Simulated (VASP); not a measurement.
Set up this calculation in VASP 6.6.1, as the native input.

```
Task                   : single point
Functional             : PBE
Potentials or basis    : VASP PAW PBE potentials, release 64 (Ge_d, H)
Cutoff                 : 410 eV
k mesh                 : 3 × 3 × 1
Occupations            : gaussian, width 0.05 eV
Spin                   : no spin polarisation
Dipole correction      : yes
Further INCAR settings : ALGO = Normal; EDIFF = 1e-06; NBANDS = 164; NELMDL = -8
```

The structure of Ge5H2 lies in POSCAR:

```
Ge5H2
1.0
    8.1473826809      0.0000000000      0.0000000000
    0.0000000000      8.1473826809      0.0000000000
    0.0000000000      0.0000000000     19.5175094652
Ge H
20 8
Direct
    0.5000000000      0.5000000000      0.2513865784
    0.5000000000      0.0000000000      0.2513865784
    0.0000000000      0.5000000000      0.2513865784
    0.0000000000      0.0000000000      0.2513865784
    0.7500000000      0.5000000000      0.3251801834
    0.7500000000      0.0000000000      0.3251801834
    0.2500000000      0.5000000000      0.3251801834
    0.2500000000      0.0000000000      0.3251801834
    0.7468004253      0.7489992315      0.4009925066
    0.7468004253      0.2510007685      0.4009925066
    0.2522142075      0.7497828473      0.3971010876
    0.2522142075      0.2502171527      0.3971010876
    0.0027771386      0.7367722116      0.4732166915
    0.0027771386      0.2632277884      0.4732166915
    0.4963911351      0.7242356380      0.4762713163
    0.4963911351      0.2757643620      0.4762713163
    0.0972147818      0.0000000000      0.5216613455
    0.1008203317      0.5000000000      0.5443076775
    0.3986286203      0.0000000000      0.5078829994
    0.4304185338      0.5000000000      0.5640398669
    0.5083944213      0.6502083350      0.2033868863
    0.5083944213      0.3497916650      0.2033868863
    0.5083944213      0.1502083350      0.2033868863
    0.5083944213     -0.1502083350      0.2033868863
   -0.0083944213      0.3497916650      0.2033868863
   -0.0083944213      0.6502083350      0.2033868863
   -0.0083944213     -0.1502083350      0.2033868863
   -0.0083944213      0.1502083350      0.2033868863
```

These files were run (other wordings do the same):

INCAR

```
SYSTEM = Ge5H2
PREC = Accurate
ENCUT = 410
EDIFF = 1E-6
ISMEAR = 0
SIGMA = 0.05
LREAL = .False.
LASPH = .True.
NELM = 120
ALGO = Normal
ISIF = 2
LWAVE = .False.
LCHARG = .False.
LDIPOL = .True.
IDIPOL = 3
DIPOL = 0.5 0.5 0.342
GGA = PE
NBANDS = 164
GGA_COMPAT = .False.
NELMDL = -8
```

KPOINTS

```
regular mesh
0
Gamma
  3 3 1
  0 0 0
```

Potentials or basis: VASP PAW PBE potentials, release 64 (Ge_d, H).

Launch:

```console
$ cat potpaw_PBE.64/Ge_d/POTCAR potpaw_PBE.64/H/POTCAR > POTCAR
$ mpirun -np 1 vasp_std > vasp.out
```

It gave:

| Item | Value |
| --- | --- |
| Largest force | 0.656 eV/Å |
| Band gap on the k mesh | zero (bands 144 and 145 overlap by 0.11 eV) |

Wall time 30 min on 1 thread of Intel(R) Xeon(R) Platinum 8488C (Sapphire Rapids), with other jobs on the host, peak memory 1 GiB.
